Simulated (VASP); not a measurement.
Here is a VASP 6.6.1 calculation.

The input POSCAR:

```
CO2
1.0
    5.0693110000      0.0000000000      0.0000000000
    0.0000000000      5.0693110000      0.0000000000
    0.0000000000      0.0000000000      7.2320250000
C O
4 8
Direct
    0.9887920000      0.0112080000      0.7500000000
    0.0112080000      0.9887920000      0.2500000000
    0.5112080000      0.5112080000      0.5000000000
    0.4887920000      0.4887920000      0.0000000000
    0.6749860000      0.3476070000      0.4926710000
    0.3250140000      0.6523930000      0.9926710000
    0.8476070000      0.8250140000      0.2426710000
    0.1523930000      0.1749860000      0.7426710000
    0.6523930000      0.3250140000      0.0073290000
    0.3476070000      0.6749860000      0.5073290000
    0.8250140000      0.8476070000      0.7573290000
    0.1749860000      0.1523930000      0.2573290000
```

File INCAR.step1:

```
PREC = Accurate
ENCUT = 520
ISMEAR = -1
SIGMA = 0.02
LREAL = False
LASPH = True
NELM = 80
NBANDS = 44
GGA = PE
ALGO = Normal
EDIFF = 1E-4
LWAVE = True
LCHARG = False
```

File INCAR.step2:

```
PREC = Accurate
ENCUT = 520
EDIFF = 1E-8
ISMEAR = -1
SIGMA = 0.02
LREAL = False
LASPH = True
NELM = 80
ALGO = Normal
ISIF = 2
LWAVE = False
LCHARG = False
METAGGA = R2SCAN
LMIXTAU = True
LEFG = True
NBANDS = 44
ISTART = 1
```

KPOINTS

```
Automatic mesh
0
Gamma
  5 5 4
```

Potentials or basis: VASP PAW PBE potentials, release 64 (C, O).

Launch:

```console
$ cat potpaw_PBE.64/C/POTCAR potpaw_PBE.64/O/POTCAR > POTCAR
$ cp INCAR.step1 INCAR
$ mpirun -np 1 vasp_std > vasp.out
$ cp INCAR.step2 INCAR
$ mpirun -np 1 vasp_std > vasp.out
```

(1) Estimate the pressure.

(2) What does it give for the largest force?

(3) Predict the band gap on the k mesh.

## Answers

(1) -2.4 GPa.

(2) 0.778 eV/Å.

(3) 7.05 eV, direct.

Caveat: without QUAD_EFG the Cq values of the log hold for a quadrupole moment of 1 mb, not for the nuclei; the PAW data sets were made with another functional, which shifts forces and pressure a little.
